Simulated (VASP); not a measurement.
Crystal: Al.

```xyz
4
Lattice="2.6997 0.0000 0.0000 -1.3498 2.3380 0.0000 0.0000 0.0000 8.9148" Properties=species:S:1:pos:R:3 pbc="T T T"
Al    0.0000    0.0000    0.0000
Al    0.0000    0.0000    4.4574
Al    0.0000    1.5587    2.2287
Al    1.3498    0.7793    6.6861
```

Base run:

* Program: VASP 6.6.1
* Functional: PBE
* Dispersion: D3(BJ)
* Potentials or basis: VASP PAW PBE potentials, release 64 (Al)
* Cutoff: 520 eV
* k mesh: 14 × 14 × 4
* Occupations: fermi-dirac, width 0.08 eV
* Spin: no spin polarisation

Its results: band gap on the k mesh zero (band 6 reaches 13.79 eV, above the bottom of band 7 at 7.90 eV); pressure 13.3 GPa.

Task: The run is repeated on the same cell with these changes: dispersion from D3(BJ) to none. What comes out?

Result: Band gap on the k mesh zero (band 6 reaches 13.79 eV, above the bottom of band 7 at 7.90 eV); pressure 18.0 GPa.

Dispersion adds attraction, which lowers the pressure at fixed volume and, as a term added to the energy, leaves the levels alone.

Caveats: three body term missing (some runs); pairwise dispersion overbinds metals, which lowers pressure and volume (some runs).
